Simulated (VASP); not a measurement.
# LaPd2 (I4/mmm) in VASP: a series of runs, part 2 of 2

VASP 6.6.1. Earlier steps stand in the parts before.

## (4) Single point, PBE

This run uses another cell than the first one, of 23.94 Å³/atom.

INCAR

```
SYSTEM = LaPd2
PREC     = Accurate       ! precision mode
ENCUT    = 520            ! plane-wave cutoff, eV
EDIFF    = 1E-6           ! SCF threshold, eV
ISMEAR   = -1             ! smearing method
SIGMA    = 0.1            ! smearing width, eV
LREAL    = .False.        ! projectors in reciprocal space
LASPH    = .True.         ! aspherical terms in the spheres
NELM     = 60             ! most SCF steps
ALGO     = Fast           ! electronic algorithm
ISIF     = 2              ! what is computed and relaxed
LWAVE    = .False.        ! write WAVECAR
LCHARG   = .False.        ! write CHGCAR
GGA      = PE             ! functional
NBANDS   = 22             ! bands
```

KPOINTS

```
Automatic mesh
0
Gamma
  8 8 8
  0 0 0
```

POSCAR

```
LaPd2
1.0
   -2.0038740000      2.0038740000      4.4717310000
    2.0038740000     -2.0038740000      4.4717310000
    2.0038740000      2.0038740000     -4.4717310000
La Pd
1 2
Direct
    0.0000000000      0.0000000000      0.0000000000
    0.2500000000      0.7500000000      0.5000000000
    0.7500000000      0.2500000000      0.5000000000
```

Potentials or basis: VASP PAW PBE potentials, release 64 (La, Pd).

The run is started by

```sh
> cat potpaw_PBE.64/La/POTCAR potpaw_PBE.64/Pd/POTCAR > POTCAR
> mpirun -np 1 vasp_std > vasp.out
```

OUTCAR:

```text
SYSTEM = LaPd2
   PREC = Accurate
   ENCUT = 520
   EDIFF = 1E-6
   ISMEAR = -1
   LREAL = .False.
   LASPH = .True.
   NELM = 60
   ISIF = 2
   GGA = PE

 ion  position               nearest neighbor table
   1  0.000  0.000  0.000-   2 3.00   3 3.00   2 3.00   3 3.00   3 3.00   2 3.00   3 3.00   2 3.00

   2  0.250  0.750  0.500-   3 2.83   3 2.83   3 2.83   3 2.83   1 3.00   1 3.00   1 3.00   1 3.00

   3  0.750  0.250  0.500-   2 2.83   2 2.83   2 2.83   2 2.83   1 3.00   1 3.00   1 3.00   1 3.00

  LATTYP: Found a body centered tetragonal cell.
 ALAT       =     4.0077480000
 C/A-ratio  =     2.2315430012

  Lattice vectors:

 A1 = (  -2.0038740000,   2.0038740000,   4.4717310000)
 A2 = (   2.0038740000,  -2.0038740000,   4.4717310000)
 A3 = (   2.0038740000,   2.0038740000,  -4.4717310000)

Analysis of symmetry for initial positions (statically):
=====================================================================
 Subroutine PRICEL returns:
 Original cell was already a primitive cell.

 Routine SETGRP: Setting up the symmetry group for a
 body centered tetragonal supercell.

 Subroutine GETGRP returns: Found 16 space group operations
 (whereof 16 operations were pure point group operations)
 out of a pool of 16 trial point group operations.

The static configuration has the point symmetry D_4h.

Analysis of symmetry for dynamics (positions and initial velocities):
=====================================================================
 Subroutine PRICEL returns:
 Original cell was already a primitive cell.

 Routine SETGRP: Setting up the symmetry group for a
 body centered tetragonal supercell.

 Subroutine GETGRP returns: Found 16 space group operations
 (whereof 16 operations were pure point group operations)
 out of a pool of 16 trial point group operations.

The dynamic configuration has the point symmetry D_4h.

[... 116 lines left out ...]
   EFERMI_NEDOS =   21; number of points for ismear=-14 and -15
   IALGO  =     68    algorithm
   IMIX   =      4    mixing-type and parameters
     AMIX     =   0.40;   BMIX     =  1.00
     AMIX_MAG =   1.60;   BMIX_MAG =  1.00
  volume/ion in A,a.u.               =      23.94       161.57
  Fermi-wavevector in a.u.,A,eV,Ry     =   1.237190  2.337951 20.825625  1.530640
  Thomas-Fermi vector in A             =   2.371768
   LORBIT       =      0    0 simple, 1 ext, 2 COOP (PROOUT), +10 PAW based schemes
   GGA     = PE    functional components
   LHFCALC =     F    Hartree Fock is set to
   AEXX    =    0.0000 exact exchange contribution
   IVDW    =     0    specifies the selected vdW correction
   LEPSILON=     F    determine dielectric tensor
   LRPA    =     F    only Hartree local field effects (RPA)
 non-spin polarized calculation
 RMM-DIIS sequential band-by-band and
  energy-cutoff  :      520.00
  volume of cell :       71.83
 maximum number of plane-waves:      1977
   NGX = 19   NGY = 19   NGZ = 19

 number of electron      31.0000000 magnetization

 Free energy of the ion-electron system (eV)
  ---------------------------------------------------
  ext. energy  EPLUGINS =         0.00000000
  ---------------------------------------------------
  free energy    TOTEN  =       -17.09171190 eV

  energy without entropy =      -17.02147973  energy(sigma->0) =      -17.05659582

 E-fermi :   7.8427     XC(G=0): -10.6532

 val. band max:        7.8204097172   @ k =  -0.3750   0.5000   0.2500
 cond. band min:       7.8505581935   @ k =   0.1250   0.0000   0.0000
 fundamental gap:      0.0301484763
 Fermi energy:         7.8426671976

 k-point     1 :       0.0000    0.0000    0.0000
  band No.  band energies     occupation
      1     -24.7522      2.00000
      2      -8.5395      2.00000
      3      -8.4441      2.00000
      4      -8.4441      2.00000
      5       2.7152      2.00000
      6       3.7812      2.00000
[... 589 lines left out ...]
     21      10.1355      0.00000
     22      10.2915      0.00000

 [... further k-points ...]

------------------------ aborting loop because EDIFF is reached ----------------------------------------

  FORCE on cell =-STRESS in cart. coord.  units (eV):
  Direction    XX          YY          ZZ          XY          YZ          ZX
  --------------------------------------------------------------------------------------
  -------------------------------------------------------------------------------------
  Total       -0.1803603     -0.1803603     -0.1037541      0.0000000      0.0000000      0.0000000
  in kB       -4.0232310     -4.0232310     -2.3144052      0.0000000      0.0000000      0.0000000
  external PRESSURE =      -3.4536224 kB  Pullay stress =       0.0000000 kB

 VOLUME and BASIS-vectors are now :
 -----------------------------------------------------------------------------
  energy-cutoff  :      520.00
  volume of cell :       71.83
      direct lattice vectors                 reciprocal lattice vectors
    -2.003874000  2.003874000  4.471731000     0.000000000  0.249516686  0.111813524
     2.003874000 -2.003874000  4.471731000     0.249516686  0.000000000  0.111813524
     2.003874000  2.003874000 -4.471731000     0.249516686  0.249516686  0.000000000

 POSITION                                       TOTAL-FORCE (eV/Angst)
 -----------------------------------------------------------------------------------
      0.00000      0.00000      0.00000        -0.000000      0.000000     -0.000000
      2.00387     -0.00000      2.23587        -0.000000      0.000000      0.000000
     -0.00000      2.00387      2.23587         0.000000     -0.000000      0.000000
 -----------------------------------------------------------------------------------
    total drift:                                0.000000     -0.000000     -0.000000

  FREE ENERGIE OF THE ION-ELECTRON SYSTEM (eV)
  ---------------------------------------------------
  free  energy   TOTEN  =       -17.0917119045 eV

  energy  without entropy=      -17.0214797267  energy(sigma->0) =      -17.05659582
```

OSZICAR:

```text
N       E                     dE             d eps       ncg     rms          rms(c)
DAV:   1     0.246470156093E+03    0.24647E+03   -0.12373E+04  2692   0.195E+03
DAV:   2     0.251447589531E+02   -0.22133E+03   -0.19640E+03  3102   0.301E+02
DAV:   3    -0.143960837507E+02   -0.39541E+02   -0.35878E+02  3778   0.129E+02
[... 24 lines left out ...]
RMM:  28    -0.170917064086E+02   -0.25640E-05   -0.25549E-05  3134   0.235E-02    0.445E-02
RMM:  29    -0.170917075749E+02   -0.11663E-05   -0.17567E-05  3074   0.211E-02    0.446E-02
RMM:  30    -0.170917099145E+02   -0.23395E-05   -0.13986E-05  3065   0.210E-02    0.459E-02
RMM:  31    -0.170917111164E+02   -0.12019E-05   -0.10202E-05  2956   0.185E-02    0.473E-02
RMM:  32    -0.170917119045E+02   -0.78806E-06   -0.81828E-06  2874   0.189E-02
   1 F= -.17091712E+02 E0= -.17056596E+02  d E =-.702322E-01
```

Run time: 7.6 min. Hardware: 1 thread of Oxide Virtual Turin-like, shared host; peak memory 0.29 GiB.

What came out:

- Free energy: -17.0917 eV
- Pressure: -0.3 GPa
- Band gap on the k mesh: zero (an odd number of electrons rules out a gap without spin polarisation)

Caveat: spin-orbit coupling is left out, which moves the levels of the heavy elements.

## (5) Single point, PBEsol

This run uses another cell than the first one, of 23.94 Å³/atom.

INCAR

```
  ALGO = Normal
  EDIFF = 1E-6
  ENCUT = 520
  GGA = PS
  ISIF = 2
  ISMEAR = 0
  LASPH = True
  LCHARG = False
  LREAL = False
  LWAVE = False
  NBANDS = 22
  NELM = 100
  PREC = Accurate
  SIGMA = 0.1
```

KPOINTS

```
k-points
0
Gamma
  8 8 8
```

POSCAR is that of step 4.

The run is started by

```sh
> cat potpaw_PBE.64/La/POTCAR potpaw_PBE.64/Pd/POTCAR > POTCAR
> mpirun -np 1 vasp_std > vasp.out
```

Run time: 3.1 min. Hardware: 1 thread of Oxide Virtual Turin-like, shared host; peak memory 0.28 GiB.

The run converged. Its results:

- Free energy: -18.7615 eV
- Pressure: -5.0 GPa
- Band gap on the k mesh: zero (an odd number of electrons rules out a gap without spin polarisation)

Levels at points of the mesh, in eV from the Fermi level:
```
           k point  band 12  band 13  band 14  band 15  band 16  band 17  band 18  band 19  band 20  band 21
(0.00, 0.00, 0.00)    -2.05    -2.05    -1.02    -0.22    -0.14     1.65     1.71     1.71     2.14     2.23
(0.50, 0.00, 0.00)    -2.63    -2.45    -2.21    -1.85    -0.55     0.26     2.04     2.10     2.36     2.40
(0.50, 0.50, 0.00)    -2.01    -1.78    -1.74    -1.15     1.19     1.45     1.51     2.15     2.16     2.30
(0.50, 0.50, 0.50)    -1.86    -1.83    -1.68    -0.96    -0.14     1.84     2.11     2.16     2.16     2.43
```

Caveat: the cell stands under tension; the PAW data sets were made with another functional, which shifts forces and pressure a little; spin-orbit coupling is left out, which moves the levels of the heavy elements.

## (6) Single point, PBEsol

This run uses another cell than the first one, of 23.94 Å³/atom.

INCAR

```
SYSTEM = LaPd2
ALGO = Fast ; EDIFF = 1E-7
ENCUT = 520 ; GGA = PS
ISIF = 2 ; ISMEAR = 0
LASPH = .TRUE. ; LCHARG = .FALSE.
LREAL = .FALSE. ; LWAVE = .FALSE.
NBANDS = 22 ; NELM = 80
PREC = Accurate ; SIGMA = 0.1
```

KPOINTS

```
k-points
0
G
  11 11 11
  0 0 0
```

POSCAR is that of step 5.

Potentials or basis: VASP PAW PBE potentials, release 64 (La, Pd).

The run is started by

```sh
> cat potpaw_PBE.64/La/POTCAR potpaw_PBE.64/Pd/POTCAR > POTCAR
> mpirun -np 1 vasp_std > vasp.out
```

OUTCAR:

```text
SYSTEM = LaPd2
   EDIFF = 1E-7
   ENCUT = 520
   GGA = PS
   ISIF = 2
   ISMEAR = 0
   LASPH = .TRUE.
   LREAL = .FALSE.
   NELM = 80
   PREC = Accurate

 ion  position               nearest neighbor table
   1  0.000  0.000  0.000-   2 3.00   3 3.00   2 3.00   3 3.00   3 3.00   2 3.00   3 3.00   2 3.00

   2  0.250  0.750  0.500-   3 2.83   3 2.83   3 2.83   3 2.83   1 3.00   1 3.00   1 3.00   1 3.00

   3  0.750  0.250  0.500-   2 2.83   2 2.83   2 2.83   2 2.83   1 3.00   1 3.00   1 3.00   1 3.00
[... 798 lines left out ...]

  FORCE on cell =-STRESS in cart. coord.  units (eV):
  Direction    XX          YY          ZZ          XY          YZ          ZX
  --------------------------------------------------------------------------------------
  -------------------------------------------------------------------------------------
  Total       -2.2455505     -2.2455505     -2.3142852      0.0000000      0.0000000      0.0000000
  in kB      -50.0906803    -50.0906803    -51.6239204      0.0000000      0.0000000      0.0000000
  external PRESSURE =     -50.6017603 kB  Pullay stress =       0.0000000 kB

 VOLUME and BASIS-vectors are now :
 -----------------------------------------------------------------------------
  energy-cutoff  :      520.00
  volume of cell :       71.83
      direct lattice vectors                 reciprocal lattice vectors
    -2.003874000  2.003874000  4.471731000     0.000000000  0.249516686  0.111813524
     2.003874000 -2.003874000  4.471731000     0.249516686  0.000000000  0.111813524
     2.003874000  2.003874000 -4.471731000     0.249516686  0.249516686  0.000000000

 POSITION                                       TOTAL-FORCE (eV/Angst)
 -----------------------------------------------------------------------------------
      0.00000      0.00000      0.00000         0.000000      0.000000      0.000000
      2.00387     -0.00000      2.23587        -0.000000     -0.000000     -0.000000
     -0.00000      2.00387      2.23587         0.000000      0.000000      0.000000
 -----------------------------------------------------------------------------------
    total drift:                                0.000000     -0.000000     -0.000000

  FREE ENERGIE OF THE ION-ELECTRON SYSTEM (eV)
  ---------------------------------------------------
  free  energy   TOTEN  =       -18.7711725026 eV

  energy  without entropy=      -18.7620011429  energy(sigma->0) =      -18.76658682
```

OSZICAR:

```text
N       E                     dE             d eps       ncg     rms          rms(c)
DAV:   1     0.239763208755E+03    0.23976E+03   -0.12428E+04  5768   0.197E+03
DAV:   2     0.228723714857E+02   -0.21689E+03   -0.19204E+03  6590   0.301E+02
DAV:   3    -0.163051323663E+02   -0.39178E+02   -0.35779E+02  7948   0.127E+02
[... 27 lines left out ...]
RMM:  31    -0.187711719769E+02   -0.24755E-06   -0.26742E-06  7445   0.870E-03    0.154E-03
RMM:  32    -0.187711721637E+02   -0.18679E-06   -0.19160E-06  7287   0.786E-03    0.161E-03
RMM:  33    -0.187711723084E+02   -0.14473E-06   -0.15953E-06  7040   0.743E-03    0.163E-03
RMM:  34    -0.187711724167E+02   -0.10832E-06   -0.11582E-06  6844   0.682E-03    0.166E-03
RMM:  35    -0.187711725026E+02   -0.85869E-07   -0.95096E-07  6608   0.649E-03
   1 F= -.18771173E+02 E0= -.18766587E+02  d E =-.917136E-02
```

It took 17 min on 1 thread of Oxide Virtual Turin-like, shared host; peak memory 0.39 GiB.

What came out:

```
Free energy            : -18.7712 eV
Pressure               : -5.1 GPa
Band gap on the k mesh : zero (an odd number of electrons rules out a gap without spin polarisation)
```

Stress tensor (GPa, compression positive):
```
-5.01  0.00  0.00
 0.00 -5.01  0.00
 0.00  0.00 -5.16
```

Levels at points of the mesh, in eV from the Fermi level:
```
           k point  band 14  band 15  band 16  band 17  band 18  band 19
(0.00, 0.00, 0.00)    -1.00    -0.21    -0.12     1.68     1.73     2.15
```

Caveat: the cell stands under tension; the PAW data sets were made with another functional, which shifts forces and pressure a little; spin-orbit coupling is left out, which moves the levels of the heavy elements.

## (7) Overview

```tsv
level	potentials or basis	cell	k mesh	cutoff (eV)	smearing	gap on the mesh (eV)	pressure (GPa)
RPBE	VASP PAW PBE potentials, release 64 (La, Pd_sv_GW)	a = 5.335 Å, angles 135.4, 135.4, 64.9°, 3 atoms	9 × 9 × 9	630	fermi-dirac 0.05 eV	none	-0.2
PBE	VASP PAW PBE potentials, release 64 (La, Pd)	a = 5.294 Å, angles 135.5, 135.5, 64.7°, 3 atoms	8 × 8 × 8	520	fermi-dirac 0.1 eV	none	-0.3
PBEsol	VASP PAW PBE potentials, release 64 (La, Pd)	a = 5.294 Å, angles 135.5, 135.5, 64.7°, 3 atoms	8 × 8 × 8	520	gaussian 0.1 eV	none	-5.0
PBEsol	VASP PAW PBE potentials, release 64 (La, Pd)	a = 5.294 Å, angles 135.5, 135.5, 64.7°, 3 atoms	11 × 11 × 11	520	gaussian 0.1 eV	none	-5.1
```

Alike in all rows: task single point; no spin polarisation.

Caveats: spin-orbit coupling is left out, which moves the levels of the heavy elements; the PAW data sets were made with another functional, which shifts forces and pressure a little (at least some runs); the cell stands under tension (at least some runs).

Absolute energies hang on the potentials; compare differences alone.

The gap in the log of VASP goes by the Fermi energy; the results here count the filled bands.